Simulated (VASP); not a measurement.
# Be6BS8 (a cell with a defect) in VASP: further runs

Aim: see how the results for Be6BS8 (a cell with a defect) move with the level of theory and the settings. Levels: PBEsol, LDA. Tasks: single point.

Program: VASP 6.6.1. These are calculated values, not measurements. Logs are shortened: lines on timing, memory, paths and dates and some standing lists are left out, and cuts for length are marked.

### Step 1. The cell of the first run

The cell holds a defect, 15 atoms: a = 9.676 Å, b = 4.838 Å, c = 4.838 Å, α = 90.00°, β = 90.00°, γ = 90.00°.

### Step 2. Single point, PBEsol, collinear spin

The input, INCAR:

```
PREC = Accurate
ENCUT = 520
EDIFF = 1E-6
ISMEAR = -1
SIGMA = 0.05
LREAL = Auto
LASPH = True
NELM = 150
ALGO = Normal
ISIF = 2
LWAVE = False
LCHARG = False
ISPIN = 2
MAGMOM = 0 0 0 0 0 0 0 0.2 0.2 0 0.2 0 0 0.2 0.2
LORBIT = 11
GGA = PS
NBANDS = 48
NELECT = 65.0
```

The input, KPOINTS:

```
Automatic mesh
0
Gamma
  1 1 1
```

The input, POSCAR:

```
Be6BS8
1.0
    9.6759940000      0.0000000000      0.0000000000
    0.0000000000      4.8379970000      0.0000000000
    0.0000000000      0.0000000000      4.8379970000
Be S B
6 8 1
Direct
    0.9983170000      0.9977000000      0.0040740000
    0.2464420000      0.5070290000      0.9985930000
    0.7508550000      0.4969170000      0.9978300000
    0.2504100000      0.9968390000      0.4990730000
    0.7500310000      0.9947380000      0.5036060000
    0.9973360000      0.4991540000      0.5043910000
    0.1251020000      0.2465340000      0.2507200000
    0.6258350000      0.2532590000      0.2506150000
    0.3797480000      0.7552260000      0.2500620000
    0.8770960000      0.7486650000      0.2572430000
    0.3774230000      0.2505070000      0.7477180000
    0.8775840000      0.2487510000      0.7377380000
    0.1280050000      0.7502640000      0.7495720000
    0.6259010000      0.7523520000      0.7497760000
    0.5038040000      0.5046540000      0.4994260000
```

Potentials or basis: VASP PAW PBE potentials, release 64 (Be, S, B).

On the command line:

```
$ cat potpaw_PBE.64/Be/POTCAR potpaw_PBE.64/S/POTCAR potpaw_PBE.64/B/POTCAR > POTCAR
$ mpirun -np 1 vasp_gam > vasp.out
```

OUTCAR:

```text
PREC = Accurate
   ENCUT = 520
   EDIFF = 1E-6
   ISMEAR = -1
   LREAL = Auto
   LASPH = True
   NELM = 150
   ISIF = 2
   ISPIN = 2
   LORBIT = 11
   GGA = PS
   NELECT = 65.0

 ion  position               nearest neighbor table
   1  0.998  0.998  0.004-  10 2.08   7 2.09  12 2.12  13 2.13
   2  0.246  0.507  0.999-  13 2.04   7 2.11   9 2.14  11 2.15
   3  0.751  0.497  0.998-   8 2.09  14 2.10  12 2.13  10 2.13
   4  0.250  0.997  0.499-  13 2.07   7 2.09   9 2.09  11 2.11
   5  0.750  0.995  0.504-  14 2.06  12 2.08  10 2.09   8 2.12
   6  0.997  0.499  0.504-  12 2.02  10 2.06  13 2.12   7 2.13
   7  0.125  0.247  0.251-   4 2.09   1 2.09   2 2.11   6 2.13
   8  0.626  0.253  0.251-  15 2.08   3 2.09   5 2.12
   9  0.380  0.755  0.250-  15 2.09   4 2.09   2 2.14
  10  0.877  0.749  0.257-   6 2.06   1 2.08   5 2.09   3 2.13
  11  0.377  0.251  0.748-  15 2.11   4 2.11   2 2.15
  12  0.878  0.249  0.738-   6 2.02   5 2.08   1 2.12   3 2.13
  13  0.128  0.750  0.750-   2 2.04   4 2.07   6 2.12   1 2.13
  14  0.626  0.752  0.750-   5 2.06  15 2.07   3 2.10
  15  0.504  0.505  0.499-  14 2.07   8 2.08   9 2.09  11 2.11

  LATTYP: Found a simple tetragonal cell.
 ALAT       =     4.8379970000
 C/A-ratio  =     2.0000000000

  Lattice vectors:

 A1 = (   0.0000000000,   4.8379970000,   0.0000000000)
 A2 = (   0.0000000000,   0.0000000000,   4.8379970000)
 A3 = (   9.6759940000,   0.0000000000,   0.0000000000)

Analysis of symmetry for initial positions (statically):
=====================================================================
 Subroutine PRICEL returns:
 Original cell was already a primitive cell.

 Routine SETGRP: Setting up the symmetry group for a
 simple tetragonal supercell.

 Subroutine GETGRP returns: Found  1 space group operations
 (whereof  1 operations were pure point group operations)
 out of a pool of 16 trial point group operations.

The static configuration has the point symmetry C_1 .

Analysis of symmetry for dynamics (positions and initial velocities):
=====================================================================
 Subroutine PRICEL returns:
 Original cell was already a primitive cell.

 Routine SETGRP: Setting up the symmetry group for a
 simple tetragonal supercell.

 Subroutine GETGRP returns: Found  1 space group operations
 (whereof  1 operations were pure point group operations)
 out of a pool of 16 trial point group operations.

The dynamic configuration has the point symmetry C_1 .

Analysis of structural, dynamic, and magnetic symmetry:
=====================================================================
 Subroutine PRICEL returns:
 Original cell was already a primitive cell.

 Routine SETGRP: Setting up the symmetry group for a
 simple tetragonal supercell.

 Subroutine GETGRP returns: Found  1 space group operations
 (whereof  1 operations were pure point group operations)
 out of a pool of 16 trial point group operations.

The overall configuration has the point symmetry C_1 .

 Subroutine INISYM returns: Found  1 space group operations
 (whereof  1 operations are pure point group operations),
 and found     1 'primitive' translations

----------------------------------------------------------------------------------------

                                     Primitive cell

  volume of cell :     226.4784

  direct lattice vectors                    reciprocal lattice vectors
     9.675994000  0.000000000  0.000000000     0.103348555  0.000000000  0.000000000
     0.000000000  4.837997000  0.000000000     0.000000000  0.206697110  0.000000000
     0.000000000  0.000000000  4.837997000     0.000000000  0.000000000  0.206697110

  length of vectors
     9.675994000  4.837997000  4.837997000     0.103348555  0.206697110  0.206697110

  position of ions in fractional coordinates (direct lattice)
     0.998317000  0.997700000  0.004074000
     0.246442000  0.507029000  0.998593000
     0.750855000  0.496917000  0.997830000
     0.250410000  0.996839000  0.499073000
     0.750031000  0.994738000  0.503606000
     0.997336000  0.499154000  0.504391000
     0.125102000  0.246534000  0.250720000
     0.625835000  0.253259000  0.250615000
     0.379748000  0.755226000  0.250062000
     0.877096000  0.748665000  0.257243000
[... 78 lines left out ...]
   ISYM   =      2    0-nonsym 1-usesym 2-fastsym
   POTIM  = 0.5000    time-step for ionic-motion
   TEBEG  =    0.0;   TEEND  =   0.0 temperature during run
   PSTRESS=    0.0 pullay stress
   NELECT =      65.0000    total number of electrons
   NUPDOWN=      -1.0000    fix difference up-down
   EMIN   =  10.00;   EMAX   =-10.00  energy-range for DOS
   EFERMI =   0.00;   METHOD = LEGACY
   ISMEAR =    -1;   SIGMA  =   0.05  broadening in eV -4-tet -1-fermi 0-gaus
   EFERMI_NEDOS =   21; number of points for ismear=-14 and -15
   IALGO  =     38    algorithm
   IMIX   =      4    mixing-type and parameters
     AMIX     =   0.40;   BMIX     =  1.00
     AMIX_MAG =   1.60;   BMIX_MAG =  1.00
  volume/ion in A,a.u.               =      15.10       101.89
  Fermi-wavevector in a.u.,A,eV,Ry     =   1.079867  2.040653 15.865933  1.166113
  Thomas-Fermi vector in A             =   2.215843
   LORBIT       =     11    0 simple, 1 ext, 2 COOP (PROOUT), +10 PAW based schemes
   GGA     = PS    functional components
   LHFCALC =     F    Hartree Fock is set to
   AEXX    =    0.0000 exact exchange contribution
   IVDW    =     0    specifies the selected vdW correction
   LEPSILON=     F    determine dielectric tensor
   LRPA    =     F    only Hartree local field effects (RPA)
 spin polarized calculation
  energy-cutoff  :      520.00
  volume of cell :      226.48
 maximum number of plane-waves:      2998
 NGX is ok and might be reduce to    70
   NGX = 35   NGY = 17   NGZ = 17

 number of electron      64.9999996 magnetization       0.9837307

 Free energy of the ion-electron system (eV)
  ---------------------------------------------------
  ext. energy  EPLUGINS =         0.00000000
  ---------------------------------------------------
  free energy    TOTEN  =       -63.00272258 eV

  energy without entropy =      -62.92592433  energy(sigma->0) =      -62.96432346

 E-fermi :   6.4788     XC(G=0):  -9.9278

 val. band max:        6.4469724895   @ k =   0.0000   0.0000   0.0000
 cond. band min:       6.5298272505   @ k =   0.0000   0.0000   0.0000
 fundamental gap:      0.0828547610
 Fermi energy:         6.4787781554

 spin component 1

 k-point     1 :       0.0000    0.0000    0.0000
  band No.  band energies     occupation
      1     -10.0665      1.00000
      2      -9.0623      1.00000
      3      -8.9914      1.00000
      4      -8.0256      1.00000
      5      -7.9330      1.00000
      6      -7.5002      1.00000
[... 36 lines left out ...]
     43       9.2648      0.00000
     44       9.4889      0.00000
 Fermi energy:         6.4787781554

 spin component 2

 k-point     1 :       0.0000    0.0000    0.0000
  band No.  band energies     occupation
      1     -10.0057      1.00000
      2      -9.0132      1.00000
      3      -8.9462      1.00000
      4      -7.9923      1.00000
      5      -7.9025      1.00000
      6      -7.4729      1.00000
[... 36 lines left out ...]
     43       9.3782      0.00000
     44       9.7185      0.00000
 [bands above 44 left out]

------------------------ aborting loop because EDIFF is reached ----------------------------------------

  FORCE on cell =-STRESS in cart. coord.  units (eV):
  Direction    XX          YY          ZZ          XY          YZ          ZX
  --------------------------------------------------------------------------------------
  -------------------------------------------------------------------------------------
  Total       -5.0997974     31.2282922     30.1870314      0.3555696     -0.7171019     -0.1108896
  in kB      -36.0775242    220.9184751    213.5522781      2.5154078     -5.0729977     -0.7844672
  external PRESSURE =     132.7977430 kB  Pullay stress =       0.0000000 kB

 VOLUME and BASIS-vectors are now :
 -----------------------------------------------------------------------------
  energy-cutoff  :      520.00
  volume of cell :      226.48
      direct lattice vectors                 reciprocal lattice vectors
     9.675994000  0.000000000  0.000000000     0.103348555  0.000000000  0.000000000
     0.000000000  4.837997000  0.000000000     0.000000000  0.206697110  0.000000000
     0.000000000  0.000000000  4.837997000     0.000000000  0.000000000  0.206697110

 POSITION                                       TOTAL-FORCE (eV/Angst)
 -----------------------------------------------------------------------------------
      9.65971      4.82687      0.01971         0.161412     -0.391998     -0.357978
      2.38457      2.45300      4.83119         0.743119     -0.023930      0.103571
      7.26527      2.40408      4.82750        -0.273348      0.420773     -0.161448
      2.42297      4.82270      2.41451         0.532203     -0.186982      0.117054
      7.25730      4.81254      2.43644        -0.425337     -0.210294     -0.150508
      9.65022      2.41491      2.44024         0.515409      0.584606     -0.066566
      1.21049      1.19273      1.21298        -0.288522      0.008405     -0.311427
      6.05558      1.22527      1.21247        -0.443016      1.041017      1.340646
      3.67444      3.65378      1.20980         0.462845     -1.546984      1.280229
      8.48678      3.62204      1.24454        -0.068900      0.253600     -0.553020
      3.65194      1.21195      3.61746         0.346468      1.289401     -1.398106
      8.49150      1.20346      3.56917        -0.106543     -0.375919      0.998556
      1.23858      3.62977      3.62643        -0.434965      0.343904      0.266259
      6.05621      3.63988      3.62741        -0.609964     -1.535893     -1.179900
      4.87480      2.44151      2.41622        -0.110861      0.330294      0.072639
 -----------------------------------------------------------------------------------
    total drift:                               -0.007680      0.000518     -0.003845

  FREE ENERGIE OF THE ION-ELECTRON SYSTEM (eV)
  ---------------------------------------------------
  free  energy   TOTEN  =       -63.0027225836 eV

  energy  without entropy=      -62.9259243309  energy(sigma->0) =      -62.96432346

 total charge

# of ion       s       p       d       tot
------------------------------------------
    1        0.376   0.693   0.000   1.069
    2        0.374   0.693   0.000   1.067
    3        0.372   0.684   0.000   1.056
    4        0.380   0.710   0.000   1.090
    5        0.383   0.720   0.000   1.104
    6        0.382   0.728   0.000   1.110
    7        1.304   2.573   0.000   3.876
    8        1.316   2.490   0.000   3.806
    9        1.314   2.479   0.000   3.792
   10        1.295   2.580   0.000   3.874
   11        1.318   2.475   0.000   3.793
   12        1.302   2.584   0.000   3.886
   13        1.290   2.581   0.000   3.871
   14        1.309   2.493   0.000   3.802
   15        0.600   0.950   0.000   1.550
--------------------------------------------------
tot         13.314  25.432   0.000  38.746

 magnetization (x)

# of ion       s       p       d       tot
------------------------------------------
    1        0.001   0.023   0.000   0.025
    2        0.001   0.018   0.000   0.019
    3        0.001   0.018   0.000   0.019
    4        0.001   0.021   0.000   0.022
    5        0.002   0.025   0.000   0.026
    6        0.002   0.033   0.000   0.035
    7        0.015  -0.005   0.000   0.009
    8        0.009  -0.002   0.000   0.007
    9        0.003  -0.007   0.000  -0.004
   10        0.005  -0.011   0.000  -0.006
   11        0.009  -0.002   0.000   0.007
   12        0.013  -0.008   0.000   0.005
   13        0.000  -0.012   0.000  -0.012
   14        0.001  -0.010   0.000  -0.010
   15        0.002   0.029   0.000   0.031
--------------------------------------------------
tot          0.065   0.110   0.000   0.175
```

Run time: 24 s. Hardware: 1 thread of Intel Xeon 6975P-C (Granite Rapids), shared host; peak memory 0.34 GiB.

What came out:

| Item | Value |
| --- | --- |
| Free energy | -63.0027 eV |
| Largest force | 2.061 eV/Å |
| Net moment | 0.98 μB per cell |
| Site moments | Be +0.03, +0.02, +0.04 (each value once); S +0.01, -0.00, -0.01 (each value once); B +0.03 μB |
| Valence electrons inside the program's atomic spheres | Be 1.07, 1.06, 1.09, 1.10, 1.11 (each value once); S 3.88, 3.81, 3.79, 3.87, 3.89, 3.80 (each value once); B 1.55 |

Forces on the atoms (eV/Å):
```
Be   0.161 -0.392 -0.358
Be   0.743 -0.024  0.104
Be  -0.273  0.421 -0.161
Be   0.532 -0.187  0.117
Be  -0.425 -0.210 -0.151
Be   0.515  0.585 -0.067
S   -0.289  0.008 -0.311
S   -0.443  1.041  1.341
S    0.463 -1.547  1.280
S   -0.069  0.254 -0.553
S    0.346  1.289 -1.398
S   -0.107 -0.376  0.999
S   -0.435  0.344  0.266
S   -0.610 -1.536 -1.180
B   -0.111  0.330  0.073
```

Caveat: the k points lie up to 1.30 Å⁻¹ apart; the cell carries a net charge on a neutralising background, which shifts energy and pressure; the cell is charged against a uniform background, so pressure and absolute levels hang on convention; the PAW data sets were made with another functional, which shifts forces and pressure a little.

### Step 3. Single point, PBEsol

The input, INCAR:

```
PREC = Accurate
ENCUT = 520
EDIFF = 1E-6
ISMEAR = -1
SIGMA = 0.05
LREAL = Auto
LASPH = True
NELM = 80
ALGO = Normal
ISIF = 2
LWAVE = False
LCHARG = False
GGA = PS
NELECT = 65.0
NBANDS = 44
```

The input, KPOINTS:

```
Automatic mesh
0
Gamma
  2 2 2
  0.5 0.5 0.5
```

POSCAR is that of step 2.

Potentials or basis: VASP PAW PBE potentials, release 64 (Be, S, B).

On the command line:

```
$ cat potpaw_PBE.64/Be/POTCAR potpaw_PBE.64/S/POTCAR potpaw_PBE.64/B/POTCAR > POTCAR
$ mpirun -np 1 vasp_std > vasp.out
```

It took 32 s on 1 thread of Intel Xeon 6975P-C (Granite Rapids), shared host; peak memory 0.29 GiB.

Results (log left out):

| Property | Result |
| --- | --- |
| Free energy | -66.5368 eV |
| Largest force | 1.324 eV/Å |

Forces on the atoms (eV/Å):
```
Be   0.106  0.045 -0.204
Be   1.271 -0.322  0.181
Be  -0.532  0.093 -0.002
Be   0.993  0.167  0.004
Be  -0.691  0.173 -0.214
Be   0.461  0.082 -0.217
S   -0.400  0.089 -0.239
S   -0.214  0.472  0.596
S    0.041 -0.713  0.404
S    0.152  0.063 -0.592
S    0.095  0.667 -0.419
S    0.100 -0.250  0.966
S   -0.872  0.238  0.196
S   -0.271 -0.726 -0.426
B   -0.239 -0.078 -0.032
```

Levels at points of the mesh, in eV from the Fermi level:
| k point | band 28 | band 29 | band 30 | band 31 | band 32 | band 33 | band 34 | band 35 | band 36 | band 37 |
| --- | --- | --- | --- | --- | --- | --- | --- | --- | --- | --- |
| (0.25, 0.25, 0.25) | -5.10 | -4.43 | -4.17 | -3.72 | -3.22 | -0.01 | 0.29 | 0.56 | 0.82 | 1.19 |

Caveat: the k points lie up to 0.65 Å⁻¹ apart, too coarse for converged energies and pressures of a metal; the cell carries a net charge on a neutralising background, which shifts energy and pressure; the cell is charged against a uniform background, so pressure and absolute levels hang on convention; the PAW data sets were made with another functional, which shifts forces and pressure a little.

### Step 4. Single point, PBEsol, collinear spin

The input, INCAR:

```
ALGO = Normal
EDIFF = 1E-6
ENCUT = 520
GGA = PS
ISIF = 2
ISMEAR = -1
ISPIN = 2
LASPH = True
LCHARG = False
LORBIT = 11
LREAL = Auto
LWAVE = False
MAGMOM = 0 0 0 0 0 0 0 0.2 0.2 0 0.2 0 0 0.2 0.2
NBANDS = 48
NELECT = 65.0
NELM = 150
PREC = Accurate
SIGMA = 0.05
```

KPOINTS is that of step 3.

POSCAR is that of step 3.

On the command line:

```
$ cat potpaw_PBE.64/Be/POTCAR potpaw_PBE.64/S/POTCAR potpaw_PBE.64/B/POTCAR > POTCAR
$ mpirun -np 1 vasp_std > vasp.out
```

It took 59 s on 1 thread of Intel Xeon 6975P-C (Granite Rapids), shared host; peak memory 0.37 GiB.

It converged, with:

| Item | Value |
| --- | --- |
| Free energy | -66.5379 eV |
| Largest force | 1.322 eV/Å |
| Net moment | 0.55 μB per cell |
| Site moments | Be +0.01, +0.00, +0.03 (each value once); S +0.00, +0.01 (each value once); B +0.09 μB |
| Valence electrons inside the program's atomic spheres | Be 1.09, 1.07, 1.06, 1.10, 1.11, 1.14; S 3.84, 3.77, 3.76, 3.85 (each value once); B 1.60 |

Forces on the atoms (eV/Å):
```
Be   0.123  0.049 -0.201
Be   1.268 -0.326  0.184
Be  -0.546  0.088  0.001
Be   0.990  0.169  0.001
Be  -0.704  0.179 -0.219
Be   0.485  0.078 -0.221
S   -0.404  0.092 -0.237
S   -0.205  0.458  0.583
S    0.030 -0.716  0.410
S    0.152  0.065 -0.595
S    0.084  0.673 -0.422
S    0.101 -0.253  0.968
S   -0.872  0.235  0.193
S   -0.268 -0.709 -0.410
B   -0.236 -0.082 -0.035
```

Levels at points of the mesh, in eV from the Fermi level:
Spin up:
```tsv
k point	band 31	band 32	band 33	band 34	band 35	band 36
(0.25, 0.25, 0.25)	-3.73	-3.24	-0.07	0.25	0.52	0.77
```
Spin down:
```
           k point  band 29  band 30  band 31  band 32  band 33  band 34  band 35  band 36
(0.25, 0.25, 0.25)    -4.41    -4.15    -3.70    -3.21     0.06     0.33     0.61     0.88
```

Caveat: the k points lie up to 0.65 Å⁻¹ apart; the cell carries a net charge on a neutralising background, which shifts energy and pressure; the cell is charged against a uniform background, so pressure and absolute levels hang on convention; the PAW data sets were made with another functional, which shifts forces and pressure a little.

### Step 5. Single point, PBEsol, collinear spin

The input, INCAR:

```
  PREC = Accurate
  ENCUT = 520
  EDIFF = 1E-6
  ISMEAR = 0
  SIGMA = 0.05
  LREAL = Auto
  LASPH = True
  NELM = 150
  ALGO = Normal
  ISIF = 2
  LWAVE = False
  LCHARG = False
  ISPIN = 2
  MAGMOM = 0 0 0 0 0 0 0 0.2 0.2 0 0.2 0 0 0.2 0.2
  LORBIT = 11
  GGA = PS
  NELECT = 65.0
  NBANDS = 48
```

KPOINTS is that of step 4.

POSCAR is that of step 4.

On the command line:

```
$ cat potpaw_PBE.64/Be/POTCAR potpaw_PBE.64/S/POTCAR potpaw_PBE.64/B/POTCAR > POTCAR
$ mpirun -np 1 vasp_std > vasp.out
```

It took 67 s on 1 thread of Intel Xeon 6975P-C (Granite Rapids), shared host; peak memory 0.37 GiB.

The run converged. Its results:

```
Free energy                                           : -66.5227 eV
Largest force                                         : 1.318 eV/Å
Net moment                                            : 0.99 μB per cell
Site moments                                          : Be +0.02, +0.01, +0.06 (each value once); S +0.00, +0.01 (each value once); B +0.16 μB
Valence electrons inside the program's atomic spheres : Be 1.09, 1.07, 1.06, 1.10, 1.11, 1.14; S 3.84, 3.77, 3.76, 3.85 (each value once); B 1.60
```

Forces in eV/Å, atoms in the order of the input:
```
Be   0.179  0.063 -0.192
Be   1.259 -0.338  0.192
Be  -0.585  0.073  0.012
Be   0.983  0.177 -0.010
Be  -0.743  0.194 -0.234
Be   0.562  0.067 -0.233
S   -0.419  0.098 -0.232
S   -0.185  0.424  0.550
S    0.001 -0.724  0.431
S    0.150  0.071 -0.602
S    0.054  0.693 -0.432
S    0.102 -0.264  0.976
S   -0.876  0.226  0.186
S   -0.260 -0.666 -0.366
B   -0.223 -0.094 -0.046
```

Levels at points of the mesh, in eV from the Fermi level:
Spin up:
| k point | band 30 | band 31 | band 32 | band 33 | band 34 | band 35 | band 36 | band 37 |
| --- | --- | --- | --- | --- | --- | --- | --- | --- |
| (0.25, 0.25, 0.25) | -4.18 | -3.73 | -3.25 | -0.12 | 0.20 | 0.49 | 0.72 | 1.13 |
Spin down:
```
           k point  band 29  band 30  band 31  band 32  band 33  band 34  band 35  band 36
(0.25, 0.25, 0.25)    -4.40    -4.13    -3.69    -3.20     0.10     0.35     0.64     0.92
```

Caveat: the k points lie up to 0.65 Å⁻¹ apart; the cell carries a net charge on a neutralising background, which shifts energy and pressure; the cell is charged against a uniform background, so pressure and absolute levels hang on convention; the PAW data sets were made with another functional, which shifts forces and pressure a little.

(Continued in part 2 of 2.)
